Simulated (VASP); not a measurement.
Input of a VASP 6.6.1 run:

File INCAR:

```
PREC     = Accurate       # precision mode
ENCUT    = 520            # plane-wave cutoff, eV
EDIFF    = 1E-6           # SCF threshold, eV
ISMEAR   = 0              # smearing method
SIGMA    = 0.2            # smearing width, eV
LREAL    = F              # projectors in reciprocal space
LASPH    = T              # aspherical terms in the spheres
NELM     = 60             # most SCF steps
ALGO     = Normal         # electronic algorithm
ISIF     = 2              # what is computed and relaxed
LWAVE    = F              # write WAVECAR
LCHARG   = F              # write CHGCAR
GGA      = PE             # functional
NBANDS   = 36             # bands
```

File KPOINTS:

```
Automatic mesh
0
Gamma
  3 3 3
```

The input POSCAR:

```
InP
1.0
    5.4596044370      0.0000000000      0.0000000000
    0.0000000000      5.4596044370      0.0000000000
    0.0000000000      0.0000000000      5.3917195694
In P
3 3
Direct
    0.5000000000      0.0000000000      0.7280637487
    0.0000000000      0.5000000000      0.7280637487
    0.0000000000      0.0000000000      0.2282420019
    0.0000000000      0.0000000000      0.7287607511
    0.5000000000      0.0000000000      0.2282063398
    0.0000000000      0.5000000000      0.2282063398
```

Potentials or basis: VASP PAW PBE potentials, release 64 (In_d, P).

Launch:

```sh
$ cat potpaw_PBE.64/In_d/POTCAR potpaw_PBE.64/P/POTCAR > POTCAR
$ mpirun -np 1 vasp_std > vasp.out
```

(1) Predict the largest force.

(2) Estimate the pressure.

(3) Predict the band gap on the k mesh.

## Answers

(1) 0.014 eV/Å.

(2) 0.0 GPa.

(3) zero (band 27 reaches 4.89 eV, above the bottom of band 28 at 3.85 eV).

Caveat: the k points lie up to 0.39 Å⁻¹ apart; spin-orbit coupling is left out, which moves the levels of the heavy elements.
